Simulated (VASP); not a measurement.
# Cr (Fd-3m) in VASP: a series of runs

The runs below take Cr through single point, with PBE.

Everything below comes from runs of VASP 6.6.1. Logs are shortened: lines on timing, memory, paths and dates and some standing lists are left out, and cuts for length are marked.

## Step 1: The cell of the first run

Symmetry: Fd-3m, No. 227, cubic system. Conventional cell: a = 4.198 Å, b = 4.198 Å, c = 4.198 Å, α = 90.00°, β = 90.00°, γ = 90.00°. Cr (site symmetry -43m) has 4 Cr at 1.82 Å within 2.4 Å.

## Step 2: Single point, PBE, collinear spin, ferromagnetic start

INCAR

```
SYSTEM = Cr
PREC = Accurate ; ENCUT = 520
EDIFF = 1E-6 ; ISMEAR = -1
SIGMA = 0.05 ; LREAL = .False.
LASPH = .True. ; NELM = 150
ALGO = Normal ; ISIF = 2
LWAVE = .False. ; LCHARG = .False.
ISPIN = 2 ; MAGMOM = 2 2
LORBIT = 11 ; LMAXMIX = 4
GGA = PE ; NBANDS = 23
```

KPOINTS

```
Automatic mesh
0
Gamma
  15 15 15
  0 0 0
```

POSCAR

```
Cr
1.0
    0.0000000000      2.0991079179      2.0991079179
    2.0991079179      0.0000000000      2.0991079179
    2.0991079179      2.0991079179      0.0000000000
Cr
2
Direct
   -0.1250000000     -0.1250000000     -0.1250000000
    0.1250000000      0.1250000000      0.1250000000
```

Potentials or basis: VASP PAW PBE potentials, release 64 (Cr_pv).

On the command line:

```bash
cat potpaw_PBE.64/Cr_pv/POTCAR > POTCAR
mpirun -np 1 vasp_std > vasp.out
```

OUTCAR:

```text
SYSTEM = Cr
   PREC = Accurate
   ENCUT = 520
   EDIFF = 1E-6
   ISMEAR = -1
   LREAL = .False.
   LASPH = .True.
   NELM = 150
   ISIF = 2
   ISPIN = 2
   LORBIT = 11
   GGA = PE

 ion  position               nearest neighbor table
   1  0.875  0.875  0.875-   2 1.82   2 1.82   2 1.82   2 1.82
   2  0.125  0.125  0.125-   1 1.82   1 1.82   1 1.82   1 1.82

  LATTYP: Found a face centered cubic cell.
 ALAT       =     4.1982158358

  Lattice vectors:

 A1 = (   0.0000000000,   2.0991079179,   2.0991079179)
 A2 = (   2.0991079179,   0.0000000000,   2.0991079179)
 A3 = (   2.0991079179,   2.0991079179,   0.0000000000)

Analysis of symmetry for initial positions (statically):
=====================================================================
 Subroutine PRICEL returns:
 Original cell was already a primitive cell.

 Routine SETGRP: Setting up the symmetry group for a
 face centered cubic supercell.

 Subroutine GETGRP returns: Found 48 space group operations
 (whereof 12 operations were pure point group operations)
 out of a pool of 48 trial point group operations.

The static configuration has the point symmetry D_3d.
 The point group associated with its full space group is O_h .

Analysis of symmetry for dynamics (positions and initial velocities):
=====================================================================
 Subroutine PRICEL returns:
 Original cell was already a primitive cell.

 Routine SETGRP: Setting up the symmetry group for a
 face centered cubic supercell.

 Subroutine GETGRP returns: Found 48 space group operations
 (whereof 12 operations were pure point group operations)
 out of a pool of 48 trial point group operations.

The dynamic configuration has the point symmetry D_3d.
 The point group associated with its full space group is O_h .

Analysis of structural, dynamic, and magnetic symmetry:
=====================================================================
 Subroutine PRICEL returns:
 Original cell was already a primitive cell.

 Routine SETGRP: Setting up the symmetry group for a
 face centered cubic supercell.

 Subroutine GETGRP returns: Found 48 space group operations
 (whereof 12 operations were pure point group operations)
 out of a pool of 48 trial point group operations.

The overall configuration has the point symmetry D_3d.
 The point group associated with its full space group is O_h .

 Subroutine INISYM returns: Found 48 space group operations
 (whereof 12 operations are pure point group operations),
 and found     1 'primitive' translations

----------------------------------------------------------------------------------------

                                     Primitive cell

  volume of cell :      18.4984

  direct lattice vectors                    reciprocal lattice vectors
     0.000000000  2.099107918  2.099107918    -0.238196424  0.238196424  0.238196424
     2.099107918  0.000000000  2.099107918     0.238196424 -0.238196424  0.238196424
     2.099107918  2.099107918  0.000000000     0.238196424  0.238196424 -0.238196424

  length of vectors
     2.968586886  2.968586886  2.968586886     0.412568309  0.412568309  0.412568309

  position of ions in fractional coordinates (direct lattice)
     0.875000000  0.875000000  0.875000000
     0.125000000  0.125000000  0.125000000

  ion indices of the primitive-cell ions
   primitive index   ion index
                 1           1
                 2           2

----------------------------------------------------------------------------------------

 KPOINTS: Automatic mesh

Automatic generation of k-mesh.
 Grid dimensions read from file:
 generate k-points for:   15   15   15

 Generating k-lattice:

  Cartesian coordinates                     Fractional coordinates (reciprocal lattice)
    -0.015879762  0.015879762  0.015879762     0.066666667  0.000000000  0.000000000
     0.015879762 -0.015879762  0.015879762     0.000000000  0.066666667  0.000000000
     0.015879762  0.015879762 -0.015879762     0.000000000  0.000000000  0.066666667

  Length of vectors
     0.027504554  0.027504554  0.027504554

  Shift w.r.t. Gamma in fractional coordinates (k-lattice)
     0.000000000  0.000000000  0.000000000

 Subroutine IBZKPT returns following result:
 ===========================================

 Found    120 irreducible k-points:

 Following reciprocal coordinates:
            Coordinates               Weight
  0.000000  0.000000  0.000000      1.000000
  0.066667  0.000000  0.000000      8.000000
  0.133333  0.000000  0.000000      8.000000
  0.200000  0.000000  0.000000      8.000000
  0.266667  0.000000  0.000000      8.000000
  0.333333  0.000000  0.000000      8.000000
[... 16 lines left out ...]
  0.133333  0.133333  0.000000      6.000000
  0.200000  0.133333  0.000000     24.000000
 [... further k-points ...]
   k-points           NKPTS =    120   k-points in BZ     NKDIM =    120   number of bands    NBANDS=     23
   number of dos      NEDOS =    301   number of ions     NIONS =      2
   total plane-waves  NPLWV =  13824
   dimension x,y,z NGX =    24 NGY =   24 NGZ =   24
   dimension x,y,z NGXF=    48 NGYF=   48 NGZF=   48
   ions per type =               2
   NGX,Y,Z   is equivalent  to a cutoff of  13.44, 13.44, 13.44 a.u.
   NGXF,Y,Z  is equivalent  to a cutoff of  26.88, 26.88, 26.88 a.u.
 SYSTEM =  Cr
   PREC   = accura    normal or accurate (medium, high low for compatibility)
   ISTART =      0    job   : 0-new  1-cont  2-samecut
   ICHARG =      2    charge: 1-file 2-atom 10-const
   ISPIN  =      2    spin polarized calculation?
   LNONCOLLINEAR =      F non collinear calculations
   LSORBIT =      F    spin-orbit coupling
   LASPH  =      T    aspherical Exc in radial PAW
   ENCUT  =  520.0 eV  38.22 Ry    6.18 a.u.   5.52  5.52  5.52*2*pi/ulx,y,z
   NELM   =    150;   NELMIN=  2; NELMDL= -5     # of ELM steps
   EDIFF  = 0.1E-05   stopping-criterion for ELM
   LREAL  =      F    real-space projection
[... 7 lines left out ...]
   TEBEG  =    0.0;   TEEND  =   0.0 temperature during run
   PSTRESS=    0.0 pullay stress
   NELECT =      24.0000    total number of electrons
   NUPDOWN=      -1.0000    fix difference up-down
   EMIN   =  10.00;   EMAX   =-10.00  energy-range for DOS
   EFERMI =   0.00;   METHOD = LEGACY
   ISMEAR =    -1;   SIGMA  =   0.05  broadening in eV -4-tet -1-fermi 0-gaus
   EFERMI_NEDOS =   21; number of points for ismear=-14 and -15
   IALGO  =     38    algorithm
   IMIX   =      4    mixing-type and parameters
     AMIX     =   0.40;   BMIX     =  1.00
     AMIX_MAG =   1.60;   BMIX_MAG =  1.00
  volume/ion in A,a.u.               =       9.25        62.42
  Fermi-wavevector in a.u.,A,eV,Ry     =   1.785530  3.374162 43.376969  3.188117
  Thomas-Fermi vector in A             =   2.849295
   LORBIT       =     11    0 simple, 1 ext, 2 COOP (PROOUT), +10 PAW based schemes
   GGA     = PE    functional components
   LHFCALC =     F    Hartree Fock is set to
   AEXX    =    0.0000 exact exchange contribution
   IVDW    =     0    specifies the selected vdW correction
   LEPSILON=     F    determine dielectric tensor
   LRPA    =     F    only Hartree local field effects (RPA)
 spin polarized calculation
  energy-cutoff  :      520.00
  volume of cell :       18.50
 maximum number of plane-waves:       531
 NGX is ok and might be reduce to    24
   NGX = 11   NGY = 11   NGZ = 11

 number of electron      23.9999988 magnetization       0.0027288

 number of electron      23.9999988 magnetization      -0.0003977

 Free energy of the ion-electron system (eV)
  ---------------------------------------------------
  ext. energy  EPLUGINS =         0.00000000
  ---------------------------------------------------
  free energy    TOTEN  =        -8.83918415 eV

  energy without entropy =       -8.82173583  energy(sigma->0) =       -8.83045999

 E-fermi :  14.5067     XC(G=0): -14.5409

 val. band max:       14.4908566950   @ k =  -0.4000   0.4667   0.0667
 cond. band min:      14.5132488524   @ k =   0.4667   0.2000   0.0667
 fundamental gap:      0.0223921574
 Fermi energy:        14.5067260366

 spin component 1

 k-point     1 :       0.0000    0.0000    0.0000
  band No.  band energies     occupation
      1     -29.9487      1.00000
      2     -29.9487      1.00000
      3     -29.9487      1.00000
      4     -26.9534      1.00000
      5     -26.9534      1.00000
      6     -26.9534      1.00000
[... 15 lines left out ...]
     22      32.3880      0.00000
     23      32.3880      0.00000
[... 575 lines left out ...]
      1     -30.2300      1.00000
      2     -30.2256      1.00000
      3     -29.7578      1.00000
      4     -27.1541      1.00000
      5     -26.6387      1.00000
      6     -26.6374      1.00000
[... 15 lines left out ...]
     22      30.8981      0.00000
     23      35.8184      0.00000

 [... further k-points ...]

 spin component 2

 k-point     1 :       0.0000    0.0000    0.0000
  band No.  band energies     occupation
      1     -29.9489      1.00000
      2     -29.9489      1.00000
      3     -29.9489      1.00000
      4     -26.9536      1.00000
      5     -26.9536      1.00000
      6     -26.9536      1.00000
[... 15 lines left out ...]
     22      32.3879      0.00000
     23      32.3879      0.00000
[... 575 lines left out ...]
      1     -30.2302      1.00000
      2     -30.2258      1.00000
      3     -29.7580      1.00000
      4     -27.1543      1.00000
      5     -26.6389      1.00000
      6     -26.6376      1.00000
[... 15 lines left out ...]
     22      30.8980      0.00000
     23      35.8183      0.00000

 [... further k-points ...]

------------------------ aborting loop because EDIFF is reached ----------------------------------------

  FORCE on cell =-STRESS in cart. coord.  units (eV):
  Direction    XX          YY          ZZ          XY          YZ          ZX
  --------------------------------------------------------------------------------------
  -------------------------------------------------------------------------------------
  Total       25.6338388     25.6338388     25.6338388     -0.0000000      0.0000000      0.0000000
  in kB     2220.1889444   2220.1889444   2220.1889444     -0.0000000      0.0000000      0.0000000
  external PRESSURE =    2220.1889444 kB  Pullay stress =       0.0000000 kB

 VOLUME and BASIS-vectors are now :
 -----------------------------------------------------------------------------
  energy-cutoff  :      520.00
  volume of cell :       18.50
      direct lattice vectors                 reciprocal lattice vectors
     0.000000000  2.099107918  2.099107918    -0.238196424  0.238196424  0.238196424
     2.099107918  0.000000000  2.099107918     0.238196424 -0.238196424  0.238196424
     2.099107918  2.099107918  0.000000000     0.238196424  0.238196424 -0.238196424

 POSITION                                       TOTAL-FORCE (eV/Angst)
 -----------------------------------------------------------------------------------
      3.67344      3.67344      3.67344         0.000000      0.000000      0.000000
      0.52478      0.52478      0.52478        -0.000000     -0.000000     -0.000000
 -----------------------------------------------------------------------------------
    total drift:                                0.000000      0.000000      0.000000

  FREE ENERGIE OF THE ION-ELECTRON SYSTEM (eV)
  ---------------------------------------------------
  free  energy   TOTEN  =        -8.8391841517 eV

  energy  without entropy=       -8.8217358293  energy(sigma->0) =       -8.83045999

 total charge

# of ion       s       p       d       tot
------------------------------------------
    1        0.512   6.407   5.585  12.504
    2        0.512   6.407   5.585  12.504
--------------------------------------------------
tot          1.024  12.815  11.169  25.009

 magnetization (x)

# of ion       s       p       d       tot
------------------------------------------
    1       -0.000  -0.000  -0.000  -0.000
    2       -0.000  -0.000  -0.000  -0.000
--------------------------------------------------
tot         -0.000  -0.000  -0.000  -0.000
```

It took 35 s on 1 thread of Intel Xeon 6975P-C (Granite Rapids), shared host; peak memory 0.19 GiB.

What came out:

```yaml
Free_energy: -8.8392 eV
Pressure: 222.0 GPa
Band_gap_on_the_k_mesh: zero (filled and empty bands overlap)
Net_moment: 0.00 μB per cell
```

Caveat: the starting moments collapsed, and a magnetic state may lie lower.

## Step 3: Single point, PBE, collinear spin, ferromagnetic start

INCAR

```
ALGO = Normal ; EDIFF = 1E-7
ENCUT = 520 ; GGA = PE
ISIF = 2 ; ISMEAR = -1
ISPIN = 2 ; LASPH = True
LCHARG = False ; LMAXMIX = 4
LORBIT = 11 ; LREAL = False
LWAVE = False ; MAGMOM = 2 2
NBANDS = 23 ; NELM = 150
PREC = Accurate ; SIGMA = 0.05
```

KPOINTS

```
k-points
0
Gamma
  15 15 15
```

POSCAR

```
Cr
1.0
    0.0000000000      2.1004647467      2.1004647467
    2.1004647467      0.0000000000      2.1004647467
    2.1004647467      2.1004647467      0.0000000000
Cr
2
Direct
   -0.1250000000     -0.1250000000     -0.1250000000
    0.1250000000      0.1250000000      0.1250000000
```

Potentials or basis: VASP PAW PBE potentials, release 64 (Cr_pv).

On the command line:

```bash
cat potpaw_PBE.64/Cr_pv/POTCAR > POTCAR
mpirun -np 1 vasp_std > vasp.out
```

Wall time 40 s (1 thread of Intel Xeon 6975P-C (Granite Rapids), shared host); peak memory 0.19 GiB.

The run converged. Its results:

| Property | Result |
| --- | --- |
| Free energy | -8.8888 eV |
| Pressure | 220.3 GPa |
| Band gap on the k mesh | zero (filled and empty bands overlap) |
| Net moment | 0.00 μB per cell |

Levels at points of the mesh, in eV from the Fermi level:
Spin up:
```tsv
k point	band 8	band 9	band 10	band 11	band 12	band 13	band 14	band 15	band 16	band 17
(0.00, 0.00, 0.00)	-4.46	-4.46	-2.31	-2.31	-2.31	1.54	1.54	1.54	5.45	5.45
```
Spin down:
```csv
k point,band 8,band 9,band 10,band 11,band 12,band 13,band 14,band 15,band 16,band 17
"(0.00, 0.00, 0.00)",-4.46,-4.46,-2.31,-2.31,-2.31,1.54,1.54,1.54,5.45,5.45
```

Caveat: the starting moments collapsed, and a magnetic state may lie lower.
